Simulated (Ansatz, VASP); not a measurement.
# Ga7P8 in VASP and in Ansatz

```
Ga P
1.0
     0.00000    5.50512   -5.50512
     5.50512    5.50512    0.00000
     5.50512    0.00000   -5.50512
Ga P
7 8
Direct
  0.49889 0.00111 0.99889
  0.00111 0.49889 0.99889
  0.00111 0.00111 0.99889
  0.49889 0.49889 0.50111
  0.49889 0.00111 0.50111
  0.00111 0.49889 0.50111
  0.00000 0.00000 0.50000
  0.37668 0.37668 0.36997
  0.37560 0.87480 0.37480
  0.87480 0.37560 0.37480
  0.87480 0.87480 0.37480
  0.37668 0.37668 0.87668
  0.37668 0.86997 0.87668
  0.86997 0.37668 0.87668
  0.87480 0.87480 0.87560
```

Change from the starting cell: Ga vacancy (site a), charge +0, atoms relaxed at the host's cell.

Alike in both runs: functional PBE; k mesh 3 × 3 × 3; occupations gaussian, width 0.01 eV; collinear spin.

Ansatz relaxed the structure, and its values are those at the end. VASP's run is a single point on that final structure, the one shown.

```csv
,VASP,Ansatz
version,VASP 6.6.1,Ansatz 0.2.0
potentials or method,"VASP PAW PBE potentials, release 64 (Ga_d, P), cutoff 520 eV","scalar-relativistic, plane waves, PAW"
valence electrons in the cell,131,131
```

|  | VASP | Ansatz | Ansatz less VASP |
| --- | --- | --- | --- |
| gap on the k mesh at the Fermi level (eV) | none | none | - |
| rms of the force components (eV/Å) | 0.015 | 0.014 | -0.0010 |
| net moment per atom (μB) | 0.01 | 0.01 | 0.000 |

A gap of «none» marks a metal or a gap that the smearing closes.
